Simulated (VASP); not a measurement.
# Cr (I4_1/amd) in VASP: single point with PBE

Aim: the single point of Cr with PBE.

All numbers are computed with VASP 6.6.1; they aren't measurements. Logs are shortened: lines on timing, memory, paths and dates and some standing lists are left out, and cuts for length are marked.

### 1 The cell of the first run

Symmetry: I4_1/amd, No. 141, tetragonal system. The conventional cell has a = 4.499 Å, b = 4.499 Å, c = 2.442 Å, α = 90.00°, β = 90.00°, γ = 90.00°. Cr (site symmetry -4m2) has 10 Cr at 2.33 to 2.90 Å within 3.1 Å.

### 2 Single point, PBE, collinear spin, ferromagnetic start

Contents of POSCAR:

```
Cr
1.0
   -2.2494808785      2.2494808785      1.2211985954
    2.2494808785     -2.2494808785      1.2211985954
    2.2494808785      2.2494808785     -1.2211985954
Cr
2
Direct
   -0.3750000000     -0.1250000000     -0.2500000000
    0.3750000000      0.1250000000      0.2500000000
```

Contents of INCAR.step1:

```
SYSTEM = Cr
PREC = Accurate ; ENCUT = 520
EDIFF = 1E-7 ; ISMEAR = -1
SIGMA = 0.1 ; LREAL = .FALSE.
LASPH = .TRUE. ; NELM = 150
ALGO = Normal ; ISIF = 2
LWAVE = .FALSE. ; LCHARG = .TRUE.
ISPIN = 2 ; MAGMOM = 2 2
LMAXMIX = 4 ; GGA = PE
NBANDS = 23
```

Contents of KPOINTS.step1:

```
regular mesh
0
G
  17 17 17
  0 0 0
```

Contents of INCAR.step2:

```
SYSTEM = Cr
PREC = Accurate ; ENCUT = 520
EDIFF = 1E-7 ; ISMEAR = -5
SIGMA = 0.1 ; LREAL = .FALSE.
LASPH = .TRUE. ; NELM = 150
ALGO = Normal ; ISIF = 2
LWAVE = .FALSE. ; LCHARG = .FALSE.
ISPIN = 2 ; MAGMOM = 2 2
LORBIT = 10 ; LMAXMIX = 4
GGA = PE ; NBANDS = 23
NEDOS = 1001 ; ICHARG = 11
```

Contents of KPOINTS.step2:

```
regular mesh
0
G
  26 26 26
  0 0 0
```

Potentials or basis: VASP PAW PBE potentials, release 64 (Cr_pv).

On the command line:

```bash
cat potpaw_PBE.64/Cr_pv/POTCAR > POTCAR
cp INCAR.step1 INCAR
cp KPOINTS.step1 KPOINTS
mpirun -np 1 vasp_std > vasp.out
cp INCAR.step2 INCAR
cp KPOINTS.step2 KPOINTS
mpirun -np 1 vasp_std > vasp.out
```

OUTCAR:

```text
SYSTEM = Cr
   PREC = Accurate
   ENCUT = 520
   EDIFF = 1E-7
   ISMEAR = -5
   LREAL = .FALSE.
   LASPH = .TRUE.
   NELM = 150
   ISIF = 2
   ISPIN = 2
   LORBIT = 10
   GGA = PE
   ICHARG = 11

 ion  position               nearest neighbor table
   1  0.625  0.875  0.750-   2 2.33   2 2.33   2 2.33   2 2.33   2 2.90   2 2.90   2 2.90   2 2.90

   2  0.375  0.125  0.250-   1 2.33   1 2.33   1 2.33   1 2.33   1 2.90   1 2.90   1 2.90   1 2.90

  LATTYP: Found a body centered tetragonal cell.
 ALAT       =     4.4989617570
 C/A-ratio  =     0.5428801850

  Lattice vectors:

 A1 = (  -2.2494808785,   2.2494808785,   1.2211985954)
 A2 = (   2.2494808785,  -2.2494808785,   1.2211985954)
 A3 = (   2.2494808785,   2.2494808785,  -1.2211985954)

Analysis of symmetry for initial positions (statically):
=====================================================================
 Subroutine PRICEL returns:
 Original cell was already a primitive cell.

 Routine SETGRP: Setting up the symmetry group for a
 body centered tetragonal supercell.

 Subroutine GETGRP returns: Found 16 space group operations
 (whereof  4 operations were pure point group operations)
 out of a pool of 16 trial point group operations.

The static configuration has the point symmetry C_2h.
 The point group associated with its full space group is D_4h.

Analysis of symmetry for dynamics (positions and initial velocities):
=====================================================================
 Subroutine PRICEL returns:
 Original cell was already a primitive cell.

 Routine SETGRP: Setting up the symmetry group for a
 body centered tetragonal supercell.

 Subroutine GETGRP returns: Found 16 space group operations
 (whereof  4 operations were pure point group operations)
 out of a pool of 16 trial point group operations.

The dynamic configuration has the point symmetry C_2h.
 The point group associated with its full space group is D_4h.

Analysis of structural, dynamic, and magnetic symmetry:
=====================================================================
 Subroutine PRICEL returns:
 Original cell was already a primitive cell.

 Routine SETGRP: Setting up the symmetry group for a
 body centered tetragonal supercell.

 Subroutine GETGRP returns: Found 16 space group operations
 (whereof  4 operations were pure point group operations)
 out of a pool of 16 trial point group operations.

The overall configuration has the point symmetry C_2h.
 The point group associated with its full space group is D_4h.
[... 117 lines left out ...]
   EFERMI_NEDOS =   21; number of points for ismear=-14 and -15
   IALGO  =     38    algorithm
   IMIX   =      4    mixing-type and parameters
     AMIX     =   0.40;   BMIX     =  1.00
     AMIX_MAG =   1.60;   BMIX_MAG =  1.00
  volume/ion in A,a.u.               =      12.36        83.40
  Fermi-wavevector in a.u.,A,eV,Ry     =   1.621094  3.063424 35.755386  2.627947
  Thomas-Fermi vector in A             =   2.714926
   LORBIT       =     10    0 simple, 1 ext, 2 COOP (PROOUT), +10 PAW based schemes
   GGA     = PE    functional components
   LHFCALC =     F    Hartree Fock is set to
   AEXX    =    0.0000 exact exchange contribution
   IVDW    =     0    specifies the selected vdW correction
   LEPSILON=     F    determine dielectric tensor
   LRPA    =     F    only Hartree local field effects (RPA)
 spin polarized calculation
 Fermi weights with tetrahedron method with Bloechl corrections
  energy-cutoff  :      520.00
  volume of cell :       24.72
 maximum number of plane-waves:       691
 NGX is ok and might be reduce to    28

 number of electron      23.9999996 magnetization       0.0000027

 Free energy of the ion-electron system (eV)
  ---------------------------------------------------
  ext. energy  EPLUGINS =         0.00000000
  ---------------------------------------------------
  free energy    TOTEN  =       -17.57702545 eV

  energy without entropy =      -17.57702545  energy(sigma->0) =      -17.57702545

 E-fermi :  10.1685     XC(G=0): -13.1932

 val. band max:       10.1880112301   @ k =  -0.1923  -0.2308   0.1923
 cond. band min:      10.1110913010   @ k =  -0.0385   0.4615   0.0385
 fundamental gap:     -0.0769199290
 Fermi energy:        10.1685036819

 spin component 1

 k-point     1 :       0.0000    0.0000    0.0000
  band No.  band energies     occupation
      1     -33.2526      1.00000
      2     -33.2526      1.00000
      3     -32.4617      1.00000
      4     -32.4504      1.00000
      5     -32.3849      1.00000
      6     -32.3849      1.00000
[... 613 lines left out ...]
     22      20.0634      0.00000
     23      24.3534      0.00000

 [... further k-points ...]

 Fermi energy:        10.1685036819

 spin component 2

 k-point     1 :       0.0000    0.0000    0.0000
  band No.  band energies     occupation
      1     -33.2526      1.00000
      2     -33.2526      1.00000
      3     -32.4617      1.00000
      4     -32.4504      1.00000
      5     -32.3849      1.00000
      6     -32.3849      1.00000
[... 613 lines left out ...]
     22      20.0634      0.00000
     23      24.3534      0.00000

 [... further k-points ...]
[... 5 lines left out ...]
  --------------------------------------------------------------------------------------
  -------------------------------------------------------------------------------------
  Total       -0.2106857     -0.2106857     -0.1425002     -0.0000000      0.0000000     -0.0000000
  in kB      -13.6563512    -13.6563512     -9.2366670     -0.0000000      0.0000000     -0.0000000
  external PRESSURE =     -12.1831231 kB  Pullay stress =       0.0000000 kB

 VOLUME and BASIS-vectors are now :
 -----------------------------------------------------------------------------
  energy-cutoff  :      520.00
  volume of cell :       24.72
      direct lattice vectors                 reciprocal lattice vectors
    -2.249480879  2.249480879  1.221198595     0.000000000  0.222273505  0.409433815
     2.249480879 -2.249480879  1.221198595     0.222273505  0.000000000  0.409433815
     2.249480879  2.249480879 -1.221198595     0.222273505  0.222273505  0.000000000

 POSITION                                       TOTAL-FORCE (eV/Angst)
 -----------------------------------------------------------------------------------
      2.24948      1.12474      0.91590        -0.000000     -0.000000     -0.000000
      0.00000      1.12474      0.30530         0.000000      0.000000      0.000000
 -----------------------------------------------------------------------------------
    total drift:                               -0.000000      0.000000      0.000000

  FREE ENERGIE OF THE ION-ELECTRON SYSTEM (eV)
  ---------------------------------------------------
  free  energy   TOTEN  =       -17.5770254540 eV

  energy  without entropy=      -17.5770254540  energy(sigma->0) =      -17.57702545

 total charge

# of ion       s       p       d       tot
------------------------------------------
    1        0.430   6.325   4.317  11.073
    2        0.430   6.325   4.317  11.073
--------------------------------------------------
tot          0.860  12.650   8.635  22.145

 magnetization (x)

# of ion       s       p       d       tot
------------------------------------------
    1        0.000  -0.000   0.000   0.000
    2        0.000  -0.000   0.000   0.000
--------------------------------------------------
tot          0.000  -0.000   0.000   0.000
```

OUTCAR.step1:

```text
SYSTEM = Cr
   PREC = Accurate
   ENCUT = 520
   EDIFF = 1E-7
   ISMEAR = -1
   LREAL = .FALSE.
[... 1498 lines left out ...]
      2.24948      1.12474      0.91590         0.000000      0.000000      0.000000
      0.00000      1.12474      0.30530        -0.000000     -0.000000     -0.000000
 -----------------------------------------------------------------------------------
    total drift:                                0.000000      0.000000     -0.000000

  FREE ENERGIE OF THE ION-ELECTRON SYSTEM (eV)
  ---------------------------------------------------
  free  energy   TOTEN  =       -17.6222854686 eV

  energy  without entropy=      -17.5317828337  energy(sigma->0) =      -17.57703415
```

OSZICAR.step1:

```text
N       E                     dE             d eps       ncg     rms          rms(c)
DAV:   1     0.244874450889E+03    0.24487E+03   -0.13499E+04 37404   0.128E+03
DAV:   2    -0.109509199328E+02   -0.25583E+03   -0.24648E+03 38310   0.379E+02
DAV:   3    -0.189104028892E+02   -0.79595E+01   -0.78987E+01 47347   0.789E+01
DAV:   4    -0.189812664980E+02   -0.70864E-01   -0.70775E-01 38670   0.760E+00
DAV:   5    -0.189822121732E+02   -0.94568E-03   -0.94567E-03 38940   0.826E-01    0.185E+01
DAV:   6    -0.175464670542E+02    0.14357E+01   -0.72314E+00 39157   0.295E+01    0.399E+00
DAV:   7    -0.176162831432E+02   -0.69816E-01   -0.20446E-01 39353   0.385E+00    0.277E+00
DAV:   8    -0.176236361599E+02   -0.73530E-02   -0.68865E-03 41124   0.940E-01    0.111E+00
DAV:   9    -0.176216215844E+02    0.20146E-02   -0.89445E-03 40718   0.787E-01    0.287E-01
DAV:  10    -0.176221914429E+02   -0.56986E-03   -0.77904E-04 39339   0.266E-01    0.998E-02
DAV:  11    -0.176222736022E+02   -0.82159E-04   -0.37122E-05 42552   0.538E-02    0.443E-02
DAV:  12    -0.176222885120E+02   -0.14910E-04   -0.25674E-05 38940   0.270E-02    0.102E-02
DAV:  13    -0.176222862745E+02    0.22375E-05   -0.29679E-06 41194   0.120E-02    0.345E-03
DAV:  14    -0.176222856715E+02    0.60300E-06   -0.21086E-07 36491   0.463E-03    0.150E-03
DAV:  15    -0.176222855303E+02    0.14120E-06   -0.30908E-08 19904   0.140E-03    0.546E-04
DAV:  16    -0.176222854686E+02    0.61654E-07   -0.50947E-09 19414   0.604E-04
   1 F= -.17622285E+02 E0= -.17577034E+02  d E =-.905026E-01  mag=     0.0000
```

It took 45 min on 1 thread of Oxide Virtual Turin-like, shared host; peak memory 1.3 GiB.

Results:

- Net moment: 0.00 μB per cell
- Valence electrons inside the program's atomic spheres: Cr 11.07

Caveat: an empty level that is flat over the whole mesh can mark a ghost state of the potentials, or a narrow d or f band; the moments typed at the start vanished in this run.
